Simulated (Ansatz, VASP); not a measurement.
Ga in VASP and in Ansatz

Contents of INCAR:

```
SYSTEM = Ga
  PREC = Accurate
  ENCUT = 500
  EDIFF = 1E-6
  ISMEAR = 0
  SIGMA = 0.0164
  LREAL = .FALSE.
  LASPH = .TRUE.
  NELM = 120
  ALGO = Normal
  ISIF = 2
  LWAVE = .FALSE.
  LCHARG = .TRUE.
  GGA = PE
  LELF = .TRUE.
  LVHAR = .TRUE.
  NBANDS = 12
  GGA_COMPAT = .FALSE.
```

KPOINTS

```
Automatic mesh
0
G
  13 13 13
  0 0 0
```

Contents of POSCAR:

```
Ga
1.0
    0.0000000000      2.1665180000      2.1665180000
    2.1665180000      0.0000000000      2.1665180000
    2.1665180000      2.1665180000      0.0000000000
Ga
1
Direct
    0.0000000000      0.0000000000      0.0000000000
```

Input for Ansatz:

```yaml
crystal:
  lattice:
    - [0.0, 2.166518, 2.166518]
    - [2.166518, 0.0, 2.166518]
    - [2.166518, 2.166518, 0.0]
  atoms:
    - { symbol: Ga, position: [0.0, 0.0, 0.0] }
  symmetry: { tolerance: 0.0003 }
kpoints:
  mp_grid: { grid: [13, 13, 13], shift: [0, 0, 0] }
  band_path:
    path:
      - [0.0, 0.0, 0.0]
      - [0.5, 0.0, 0.5]
      - [0.625, 0.25, 0.625]
      - [0.375, 0.375, 0.75]
      - [0.0, 0.0, 0.0]
      - [0.5, 0.5, 0.5]
      - [0.5, 0.25, 0.75]
      - [0.5, 0.0, 0.5]
    npoints: 8
magnetization:
  spin_polarized: false
scf:
  occupations: { method: gaussian, width: 0.0164 }
  lower_state_search: "off"
  max_iter: 200
hamiltonian:
  pseudopotentials: { kind: paw }
  xc: pbe
basis:
  ecutwfc: 420
  fft_grid_basis: typed
output:
  forces: true
  stress: true
  eigenvalues: true
  bader: true
  populations: true
  elf: true
  write_potential: true
  volumetric_format: npy
  dos:
    e_range: [-12, 8]
    de: 0.05
    projected: { site_lists: { Ga: [Ga] } }
checkpoint:
  read: saved_state
```

Alike in both runs: task single point; functional PBE; k mesh 13 × 13 × 13; occupations gaussian, width 0.0164 eV; no spin polarisation.

```csv
,VASP,Ansatz
version,VASP 6.6.1,Ansatz 0.2.0
potentials or method,"VASP PAW PBE potentials, release 64 (Ga_d), cutoff 500 eV",PAW plane waves
valence electrons in the cell,13,13
```

|  | VASP | Ansatz | Ansatz less VASP |
| --- | --- | --- | --- |
| pressure (GPa) | -2.9 | -2.9 | -0.01 |

The functional is the same, so the differences come from potentials, cutoffs and numerics.
